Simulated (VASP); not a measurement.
Set up this calculation in VASP 6.6.1, as the native input.

| Item | Value |
| --- | --- |
| Task | single point |
| Functional | PBEsol |
| Potentials or basis | VASP PAW PBE potentials, release 64 (Co_sv, O) |
| Cutoff | 600 eV |
| k mesh | 9 × 9 × 9 |
| Occupations | gaussian, width 0.05 eV |
| Spin | collinear spin, ferromagnetic start |
| Starting moments | [2.85, 0.25] μB |
| Fixed moment | 3 μB |
| Hubbard terms | Co d U = 4.0 eV, J = 0.5 eV |
| Dipole correction | no |
| LDAUTYPE | 1 |
| Hund's J | 0.5 |
| Second run | valence_matched |
| Further INCAR settings | ALGO = Normal; EDIFF = 1e-06; NBANDS = 22 |

The structure of CoO lies in POSCAR:

```
CoO
1.0
   -1.5080004400      1.5080004400      2.1072503600
    1.5080004400     -1.5080004400      2.1072503600
    1.5080004400      1.5080004400     -2.1072503600
Co O
1 1
Direct
    0.0000000000      0.0000000000      0.0000000000
    0.5000000000      0.5000000000      0.0000000000
```

The input as run:

INCAR

```
ALGO = Normal
EDIFF = 1E-6
ENCUT = 600
GGA = PS
GGA_COMPAT = F
ISIF = 2
ISMEAR = 0
ISPIN = 2
LASPH = T
LCHARG = F
LDAU = T
LDAUJ = 0.5 0
LDAUL = 2 -1
LDAUPRINT = 1
LDAUTYPE = 1
LDAUU = 4 0
LMAXMIX = 4
LORBIT = 11
LREAL = F
LWAVE = F
MAGMOM = 2.85 0.25
NBANDS = 22
NELM = 200
NUPDOWN = 3.0
PREC = Accurate
SIGMA = 0.05
```

KPOINTS

```
k-points
0
Gamma
  9 9 9
```

Potentials or basis: VASP PAW PBE potentials, release 64 (Co_sv, O).

Command:

```console
$ cat potpaw_PBE.64/Co_sv/POTCAR potpaw_PBE.64/O/POTCAR > POTCAR
$ mpirun -np 1 vasp_std > vasp.out
```

It gave:

* Pressure: -8.9 GPa
* Net moment: 3.00 μB per cell
* Site moments: Co +2.69; O +0.24 μB
* Valence electrons inside the program's atomic spheres: Co 14.88; O 4.99

Caveat: the PAW data sets were made with another functional, which shifts forces and pressure a little; the total moment is fixed, so each spin has its own Fermi level; a cell with one magnetic atom can't hold antiferromagnetic order, which such compounds often take.

Wall time 50 s on 1 thread of AMD EPYC 9R14 (Zen 4), on a shared host, peak memory 0.16 GiB.
